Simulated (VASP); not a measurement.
Write the native input for VASP 6.6.1 that does the following.

- Task: single point
- Functional: PBEsol
- Potentials or basis: VASP PAW PBE potentials, release 64 (In_d, Se)
- Cutoff: 520 eV
- k mesh: 8 × 8 × 6
- Occupations: gaussian, width 0.05 eV
- Spin: no spin polarisation
- Dipole correction: no
- Further INCAR settings: ALGO = Normal; EDIFF = 1e-06; NBANDS = 27

The structure of InSe lies in POSCAR:

```
InSe
1.0
    5.4343069591     -2.0552742521     -0.0052948673
    5.4343069591      2.0552742521     -0.0052948673
   -1.4847347996      0.0000000000      4.2720903652
In Se
2 2
Direct
    0.8858026589      0.8858026589      0.0290539339
    0.1141973411      0.1141973411      0.9709460661
    0.6547212217      0.6547212217      0.6374867706
    0.3452787783      0.3452787783      0.3625132294
```

This cell differs from its parent crystal: strain -0.0750 x Voigt [1, 0, 0, 0, 0, 0].

The input as run:

INCAR

```
PREC = Accurate ; ENCUT = 520
EDIFF = 1E-6 ; ISMEAR = 0
SIGMA = 0.05 ; LREAL = F
LASPH = T ; NELM = 100
ALGO = Normal ; ISIF = 2
LWAVE = F ; LCHARG = F
GGA = PS ; NBANDS = 27
```

KPOINTS

```
Automatic mesh
0
Gamma
  8 8 6
```

Potentials or basis: VASP PAW PBE potentials, release 64 (In_d, Se).

Command:

```sh
$ cat potpaw_PBE.64/In_d/POTCAR potpaw_PBE.64/Se/POTCAR > POTCAR
$ mpirun -np 1 vasp_std > vasp.out
```

Results of the run:

The pressure is 7.0 GPa. The largest force is 0.622 eV/Å and the band gap on the k mesh is 0.62 eV (least direct gap 0.98 eV).

Caveat: the cell differs from its parent crystal (strain -0.0750 x Voigt [1, 0, 0, 0, 0, 0]); the cell stands under pressure; the PAW data sets were made with another functional, which shifts forces and pressure a little; spin-orbit coupling is left out, which moves the levels of the heavy elements.

Wall time 2.7 min on 1 thread of Intel(R) Xeon(R) 6975P-C (Granite Rapids), on a shared host, peak memory 0.45 GiB.
